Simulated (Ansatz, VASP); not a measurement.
## One calculation of MgO, two programs

```
Mg O
1.0
     3.48244    0.00000    0.00000
    -1.74122    3.01588    0.00000
     0.00000    0.00000    4.54249
Mg O
2 2
Direct
  0.66667 0.33333 0.75000
  0.33333 0.66667 0.25000
  0.66667 0.33333 0.25000
  0.33333 0.66667 0.75000
```

Alike in both runs: task single point; functional PBE; k mesh 9 × 9 × 6; occupations gaussian, width 0.05 eV; no spin polarisation.

|  | VASP | Ansatz |
| --- | --- | --- |
| version | VASP 6.6.1 | Ansatz 0.2.0 |
| potentials or method | VASP PAW PBE potentials, release 64 (Mg, O), cutoff 520 eV | scalar-relativistic, plane waves, PAW |
| valence electrons in the cell | 16 | 32 |

Ansatz gave:

```
gap on the k mesh at the Fermi level (eV)                     : 2.93
least direct gap on the mesh (eV)                             : 2.93
pressure (GPa)                                                : -4.2
traceless stress, the component that is largest in VASP (GPa) : -5.40
```

Q: Estimate VASP's values.

A: gap on the k mesh at the Fermi level (eV): 2.91; least direct gap on the mesh (eV): 2.91; pressure (GPa): -4.8; traceless stress, the component that is largest in VASP (GPa): -5.49.

VASP's potentials hold 16 valence electrons a cell and Ansatz's 32, so a difference there can come from the potentials and not from the codes.
